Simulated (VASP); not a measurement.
# C (R-3m) in VASP: notebook

Runs on C. Level: LDA. Tasks: single point.

Everything below comes from runs of VASP 6.6.1. Logs are shortened: lines on timing, memory, paths and dates and some standing lists are left out, and cuts for length are marked.

## Step 1: The cell of the first run

It takes space group R-3m (No. 166, trigonal). Conventional cell: a = 2.469 Å, b = 2.469 Å, c = 20.738 Å, α = 90.00°, β = 90.00°, γ = 120.00°. C (site symmetry 3m) has 3 C at 1.43 Å within 1.9 Å. Within 1.9 Å of C (site symmetry 3m) lie 3 C at 1.43 Å.

## Step 2: Single point, LDA (biaxial strain in the a-b plane: +1.0 %, then relaxed in part)

The input, INCAR:

```
SYSTEM = C
PREC = Accurate
ENCUT = 520
EDIFF = 1E-6
ISMEAR = 0
SIGMA = 0.01
LREAL = .False.
LASPH = .True.
NELM = 100
ALGO = Normal
ISIF = 2
LWAVE = .False.
LCHARG = .False.
GGA = CA
NBANDS = 36
```

The input, KPOINTS:

```
Automatic mesh
0
Gamma
  18 18 2
  0 0 0
```

The input, POSCAR:

```
C
1.0
    2.4692557497      0.0000000000      0.0000000000
   -1.2346278748      2.1384382077      0.0000000000
    0.0000000000      0.0000000000     20.7376684912
C
12
Direct
    0.0000000000      0.0000000000      0.9197893561
    0.3333333333      0.6666666667      0.9197629360
    0.0000000000      0.0000000000      0.7469037306
    0.3333333333      0.6666666667      0.7468773105
    0.6666666667      0.3333333333      0.2531226895
    0.0000000000      0.0000000000      0.2530962694
    0.6666666667      0.3333333333      0.0802370640
    0.0000000000      0.0000000000      0.0802106439
    0.3333333333      0.6666666667      0.5864560228
    0.6666666667      0.3333333333      0.5864296027
    0.3333333333      0.6666666667      0.4135703973
    0.6666666667      0.3333333333      0.4135439772
```

Potentials or basis: VASP PAW LDA potentials, release 64 (C).

Run with:

```sh
$ cat potpaw_LDA.64/C/POTCAR > POTCAR
$ mpirun -np 1 vasp_std > vasp.out
```

OUTCAR:

```text
SYSTEM = C
   PREC = Accurate
   ENCUT = 520
   EDIFF = 1E-6
   ISMEAR = 0
   LREAL = .False.
   LASPH = .True.
   NELM = 100
   ISIF = 2
   GGA = CA

 ion  position               nearest neighbor table
   1  0.000  0.000  0.920-   2 1.43   2 1.43   2 1.43
   2  0.333  0.667  0.920-   1 1.43   1 1.43   1 1.43
   3  0.000  0.000  0.747-   4 1.43   4 1.43   4 1.43
   4  0.333  0.667  0.747-   3 1.43   3 1.43   3 1.43
   5  0.667  0.333  0.253-   6 1.43   6 1.43   6 1.43
   6  0.000  0.000  0.253-   5 1.43   5 1.43   5 1.43
   7  0.667  0.333  0.080-   8 1.43   8 1.43   8 1.43
   8  0.000  0.000  0.080-   7 1.43   7 1.43   7 1.43
   9  0.333  0.667  0.586-  10 1.43  10 1.43  10 1.43
  10  0.667  0.333  0.586-   9 1.43   9 1.43   9 1.43
  11  0.333  0.667  0.414-  12 1.43  12 1.43  12 1.43
  12  0.667  0.333  0.414-  11 1.43  11 1.43  11 1.43

  LATTYP: Found a hexagonal cell.
 ALAT       =     2.4692557497
 C/A-ratio  =     8.3983477587

  Lattice vectors:

 A1 = (   2.4692557497,   0.0000000000,   0.0000000000)
 A2 = (  -1.2346278748,   2.1384382077,   0.0000000000)
 A3 = (   0.0000000000,   0.0000000000,  20.7376684912)

Analysis of symmetry for initial positions (statically):
=====================================================================
 Subroutine PRICEL returns following result:

  LATTYP: Found a trigonal (rhomboedric) cell.
 ALAT       =     7.0580337696
 COS(alpha) =     0.9388023582

  Lattice vectors:

 A1 = (   1.2346278747,  -0.7128127358,  -6.9125561630)
 A2 = (  -1.2346278746,  -0.7128127360,  -6.9125561651)
 A3 = (  -0.0000000001,   1.4256254719,  -6.9125561630)

   3 primitive cells build up your supercell.

 Routine SETGRP: Setting up the symmetry group for a
 hexagonal supercell.

 Subroutine GETGRP returns: Found 12 space group operations
 (whereof 12 operations were pure point group operations)
 out of a pool of 24 trial point group operations.

The static configuration has the point symmetry D_3d.

Analysis of symmetry for dynamics (positions and initial velocities):
=====================================================================
 Subroutine PRICEL returns following result:

  LATTYP: Found a trigonal (rhomboedric) cell.
 ALAT       =     7.0580337696
 COS(alpha) =     0.9388023582

  Lattice vectors:

 A1 = (   1.2346278747,  -0.7128127358,  -6.9125561630)
 A2 = (  -1.2346278746,  -0.7128127360,  -6.9125561651)
 A3 = (  -0.0000000001,   1.4256254719,  -6.9125561630)

   3 primitive cells build up your supercell.

 Routine SETGRP: Setting up the symmetry group for a
 hexagonal supercell.

 Subroutine GETGRP returns: Found 12 space group operations
 (whereof 12 operations were pure point group operations)
 out of a pool of 24 trial point group operations.

The dynamic configuration has the point symmetry D_3d.

 Subroutine INISYM returns: Found 12 space group operations
 (whereof 12 operations are pure point group operations),
 and found     3 'primitive' translations

----------------------------------------------------------------------------------------

                                     Primitive cell

  volume of cell :      36.5007

  direct lattice vectors                    reciprocal lattice vectors
     1.234627875 -0.712812736 -6.912556163     0.404980327 -0.233815501 -0.048221429
    -1.234627875 -0.712812736 -6.912556165    -0.404980327 -0.233815501 -0.048221429
    -0.000000000  1.425625472 -6.912556163     0.000000000  0.467631001 -0.048221429

  length of vectors
     7.058033770  7.058033772  7.058033770     0.470110689  0.470110688  0.470110688

  position of ions in fractional coordinates (direct lattice)
     0.080210644  0.080210644  0.080210644
     0.746903731  0.746903731  0.746903731
     0.253096269  0.253096269  0.253096269
     0.919789356  0.919789356  0.919789356

  ion indices of the primitive-cell ions
   primitive index   ion index
                 1           1
                 2           6
                 3           3
                 4           8

----------------------------------------------------------------------------------------

 KPOINTS: Automatic mesh

Automatic generation of k-mesh.
 Grid dimensions read from file:
 generate k-points for:   18   18    2

 Generating k-lattice:

  Cartesian coordinates                     Fractional coordinates (reciprocal lattice)
     0.022498907  0.012989750  0.000000000     0.055555556  0.000000000  0.000000000
     0.000000000  0.025979500  0.000000000     0.000000000  0.055555556  0.000000000
     0.000000000  0.000000000  0.024110714     0.000000000  0.000000000  0.500000000

  Length of vectors
     0.025979500  0.025979500  0.024110714

  Shift w.r.t. Gamma in fractional coordinates (k-lattice)
     0.000000000  0.000000000  0.000000000

 Subroutine IBZKPT returns following result:
 ===========================================

 Found     74 irreducible k-points:

 Following reciprocal coordinates:
            Coordinates               Weight
  0.000000  0.000000  0.000000      1.000000
  0.055556  0.000000  0.000000      6.000000
  0.111111  0.000000  0.000000      6.000000
  0.166667  0.000000  0.000000      6.000000
  0.222222  0.000000  0.000000      6.000000
  0.277778  0.000000  0.000000      6.000000
[... 16 lines left out ...]
  0.333333  0.111111  0.000000     12.000000
  0.388889  0.111111  0.000000     12.000000
 [... further k-points ...]
   k-points           NKPTS =     74   k-points in BZ     NKDIM =     74   number of bands    NBANDS=     36
   number of dos      NEDOS =    301   number of ions     NIONS =     12
   total plane-waves  NPLWV =  51840
   dimension x,y,z NGX =    18 NGY =   18 NGZ =  160
   dimension x,y,z NGXF=    36 NGYF=   36 NGZF=  320
   ions per type =              12
   NGX,Y,Z   is equivalent  to a cutoff of  12.12, 12.12, 12.83 a.u.
   NGXF,Y,Z  is equivalent  to a cutoff of  24.24, 24.24, 25.65 a.u.
 SYSTEM =  C
   PREC   = accura    normal or accurate (medium, high low for compatibility)
   ISTART =      0    job   : 0-new  1-cont  2-samecut
   ICHARG =      2    charge: 1-file 2-atom 10-const
   ISPIN  =      1    spin polarized calculation?
   LNONCOLLINEAR =      F non collinear calculations
   LSORBIT =      F    spin-orbit coupling
   LASPH  =      T    aspherical Exc in radial PAW
   ENCUT  =  520.0 eV  38.22 Ry    6.18 a.u.   4.59  4.59 38.56*2*pi/ulx,y,z
   NELM   =    100;   NELMIN=  2; NELMDL= -5     # of ELM steps
   EDIFF  = 0.1E-05   stopping-criterion for ELM
   LREAL  =      F    real-space projection
   EDIFFG = 0.1E-04   stopping-criterion for IOM
   NSW    =      0    number of steps for IOM
   IBRION =     -1    ionic relax: 0-MD 1-quasi-New 2-CG
   NFREE  =      0    steps in history (QN), initial steepest desc. (CG)
   ISIF   =      2    stress and relaxation
   ISYM   =      2    0-nonsym 1-usesym 2-fastsym
   POTIM  = 0.5000    time-step for ionic-motion
   TEBEG  =    0.0;   TEEND  =   0.0 temperature during run
   PSTRESS=    0.0 pullay stress
   NELECT =      48.0000    total number of electrons
   NUPDOWN=      -1.0000    fix difference up-down
   EMIN   =  10.00;   EMAX   =-10.00  energy-range for DOS
   EFERMI =   0.00;   METHOD = LEGACY
   ISMEAR =     0;   SIGMA  =   0.01  broadening in eV -4-tet -1-fermi 0-gaus
   EFERMI_NEDOS =   21; number of points for ismear=-14 and -15
   IALGO  =     38    algorithm
   IMIX   =      4    mixing-type and parameters
     AMIX     =   0.40;   BMIX     =  1.00
     AMIX_MAG =   1.60;   BMIX_MAG =  1.00
  volume/ion in A,a.u.               =       9.13        61.58
  Fermi-wavevector in a.u.,A,eV,Ry     =   1.243601  2.350065 21.041996  1.546543
  Thomas-Fermi vector in A             =   2.377904
   LORBIT       =      0    0 simple, 1 ext, 2 COOP (PROOUT), +10 PAW based schemes
   GGA     = CA    functional components
   LHFCALC =     F    Hartree Fock is set to
   AEXX    =    0.0000 exact exchange contribution
   IVDW    =     0    specifies the selected vdW correction
   LEPSILON=     F    determine dielectric tensor
   LRPA    =     F    only Hartree local field effects (RPA)
 non-spin polarized calculation
 Gauss-broadening in eV      SIGMA  =   0.01
  energy-cutoff  :      520.00
  volume of cell :      109.50
 maximum number of plane-waves:      2996
   NGX =  9   NGY =  9   NGZ = 77

 number of electron      47.9999983 magnetization

 Free energy of the ion-electron system (eV)
  ---------------------------------------------------
  ext. energy  EPLUGINS =         0.00000000
  ---------------------------------------------------
  free energy    TOTEN  =      -121.22407237 eV

  energy without entropy =     -121.22407237  energy(sigma->0) =     -121.22407237

 E-fermi :   4.2525     XC(G=0): -10.5414

 val. band max:        4.1430266630   @ k =   0.3333   0.3333   0.0000
 cond. band min:       4.3693751583   @ k =   0.3333   0.3333   0.0000
 fundamental gap:      0.2263484953
 Fermi energy:         4.2524856705

 k-point     1 :       0.0000    0.0000    0.0000
  band No.  band energies     occupation
      1     -15.1074      2.00000
      2     -15.0510      2.00000
      3     -15.0509      2.00000
      4     -14.9021      2.00000
      5     -14.9021      2.00000
      6     -14.8400      2.00000
[... 28 lines left out ...]
     35      12.5509      0.00000
     36      12.5521      0.00000

 k-point     2 :       0.0556    0.0000    0.0000
  band No.  band energies     occupation
      1     -15.0344      2.00000
      2     -14.9783      2.00000
      3     -14.9782      2.00000
      4     -14.8301      2.00000
      5     -14.8301      2.00000
      6     -14.7683      2.00000
[... 28 lines left out ...]
     35      12.8327      0.00000
     36      12.8499      0.00000

 k-point     3 :       0.1111    0.0000    0.0000
  band No.  band energies     occupation
      1     -14.8158      2.00000
      2     -14.7605      2.00000
      3     -14.7605      2.00000
      4     -14.6143      2.00000
      5     -14.6143      2.00000
      6     -14.5534      2.00000
[... 28 lines left out ...]
     35      12.7014      0.00000
     36      13.6972      0.00000

 k-point     4 :       0.1667    0.0000    0.0000
  band No.  band energies     occupation
      1     -14.4527      2.00000
      2     -14.3986      2.00000
      3     -14.3986      2.00000
      4     -14.2558      2.00000
      5     -14.2558      2.00000
      6     -14.1965      2.00000
[... 28 lines left out ...]
     35      12.8166      0.00000
     36      13.3782      0.00000

 k-point     5 :       0.2222    0.0000    0.0000
  band No.  band energies     occupation
      1     -13.9470      2.00000
      2     -13.8946      2.00000
      3     -13.8946      2.00000
      4     -13.7564      2.00000
      5     -13.7564      2.00000
      6     -13.6992      2.00000
[... 655 lines left out ...]
 k-point    22 :       0.2778    0.1111    0.0000
  band No.  band energies     occupation
      1     -12.3118      2.00000
      2     -12.2649      2.00000
      3     -12.2647      2.00000
      4     -12.1416      2.00000
      5     -12.1414      2.00000
      6     -12.0907      2.00000
[... 28 lines left out ...]
     35      13.1243      0.00000
     36      13.1543      0.00000

 k-point    23 :       0.3333    0.1111    0.0000
  band No.  band energies     occupation
      1     -11.4105      2.00000
      2     -11.3667      2.00000
      3     -11.3661      2.00000
      4     -11.2518      2.00000
      5     -11.2512      2.00000
      6     -11.2041      2.00000
[... 28 lines left out ...]
     35      13.1027      0.00000
     36      13.2011      0.00000

 k-point    24 :       0.3889    0.1111    0.0000
  band No.  band energies     occupation
      1     -10.4099      2.00000
      2     -10.3702      2.00000
      3     -10.3679      2.00000
      4     -10.2669      2.00000
      5     -10.2644      2.00000
      6     -10.2220      2.00000
[... 28 lines left out ...]
     35      13.0316      0.00000
     36      13.1297      0.00000

 [... further k-points ...]

------------------------ aborting loop because EDIFF is reached ----------------------------------------

  FORCE on cell =-STRESS in cart. coord.  units (eV):
  Direction    XX          YY          ZZ          XY          YZ          ZX
  --------------------------------------------------------------------------------------
  -------------------------------------------------------------------------------------
  Total       -7.3806533     -7.3806533     -0.0723242     -0.0000000      0.0000000      0.0000000
  in kB     -107.9897861   -107.9897861     -1.0582086     -0.0000000      0.0000000      0.0000000
  external PRESSURE =     -72.3459269 kB  Pullay stress =       0.0000000 kB

 VOLUME and BASIS-vectors are now :
 -----------------------------------------------------------------------------
  energy-cutoff  :      520.00
  volume of cell :      109.50
      direct lattice vectors                 reciprocal lattice vectors
     2.469255750  0.000000000  0.000000000     0.404980327  0.233815501  0.000000000
    -1.234627875  2.138438208  0.000000000     0.000000000  0.467631001  0.000000000
     0.000000000  0.000000000 20.737668491     0.000000000  0.000000000  0.048221429

 POSITION                                       TOTAL-FORCE (eV/Angst)
 -----------------------------------------------------------------------------------
      0.00000      0.00000     19.07429         0.000000     -0.000000     -0.000098
     -0.00000      1.42563     19.07374        -0.000000      0.000000     -0.000629
      0.00000      0.00000     15.48904         0.000000     -0.000000      0.000629
     -0.00000      1.42563     15.48849        -0.000000      0.000000      0.000098
      1.23463      0.71281      5.24917        -0.000000     -0.000000     -0.000098
      0.00000      0.00000      5.24863         0.000000      0.000000     -0.000629
      1.23463      0.71281      1.66393        -0.000000     -0.000000      0.000629
      0.00000      0.00000      1.66338         0.000000      0.000000      0.000098
     -0.00000      1.42563     12.16173         0.000000     -0.000000     -0.000098
      1.23463      0.71281     12.16118        -0.000000      0.000000     -0.000629
     -0.00000      1.42563      8.57649         0.000000     -0.000000      0.000629
      1.23463      0.71281      8.57594        -0.000000      0.000000      0.000098
 -----------------------------------------------------------------------------------
    total drift:                               -0.000000      0.000000      0.000000

  FREE ENERGIE OF THE ION-ELECTRON SYSTEM (eV)
  ---------------------------------------------------
  free  energy   TOTEN  =      -121.2240723685 eV

  energy  without entropy=     -121.2240723685  energy(sigma->0) =     -121.22407237
```

It took 1.8 min on 1 thread of Intel Xeon 6975P-C (Granite Rapids), shared host; peak memory 0.3 GiB.

Results:

| Item | Value |
| --- | --- |
| Free energy | -121.2241 eV |
| Pressure | -7.2 GPa |

Caveat: the cell differs from its parent crystal (biaxial strain in the a-b plane: +1.0 %, then relaxed in part); the cell stands under tension.

(Part 1 of 2 ends here.)
